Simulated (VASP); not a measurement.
Set up this calculation in VASP 6.6.1, as the native input.

* Task: single point
* Functional: PBE
* Potentials or basis: VASP PAW PBE potentials, release 64 (Mo_sv)
* Cutoff: 520 eV
* k mesh: 20 × 20 × 20
* Occupations: gaussian, width 0.15 eV
* Spin: no spin polarisation
* Dipole correction: no
* Further INCAR settings: ALGO = Fast; EDIFF = 1e-06; NBANDS = 13

The structure of Mo lies in POSCAR:

```
Mo
1.0
    0.0000000000      2.0150000000      1.9344000000
    2.0150000000      0.0000000000      1.9344000000
    2.0150000000      2.0150000000      0.0000000000
Mo
1
Direct
    0.0000000000      0.0000000000      0.0000000000
```

This cell differs from its parent crystal: strain +0.000 along x and y, -0.040 along z.

One way to write it, as run:

INCAR

```
SYSTEM = Mo
  PREC = Accurate
  ENCUT = 520
  EDIFF = 1E-6
  ISMEAR = 0
  SIGMA = 0.15
  LREAL = .FALSE.
  LASPH = .TRUE.
  NELM = 60
  ALGO = Fast
  ISIF = 2
  LWAVE = .FALSE.
  LCHARG = .FALSE.
  GGA = PE
  NBANDS = 13
```

KPOINTS

```
regular mesh
0
G
  20 20 20
  0 0 0
```

Potentials or basis: VASP PAW PBE potentials, release 64 (Mo_sv).

Launch:

```console
$ cat potpaw_PBE.64/Mo_sv/POTCAR > POTCAR
$ mpirun -np 1 vasp_std > vasp.out
```

Results of the run:

- Pressure: 5.7 GPa
- Band gap on the k mesh: zero (band 7 reaches 16.16 eV, above the bottom of band 8 at 11.52 eV)

Caveat: the cell differs from its parent crystal (strain +0.000 along x and y, -0.040 along z).

It took 86 s on 1 thread of AMD EPYC 9R45 96-Core Processor (Zen 5), on a shared host, peak memory 0.21 GiB.
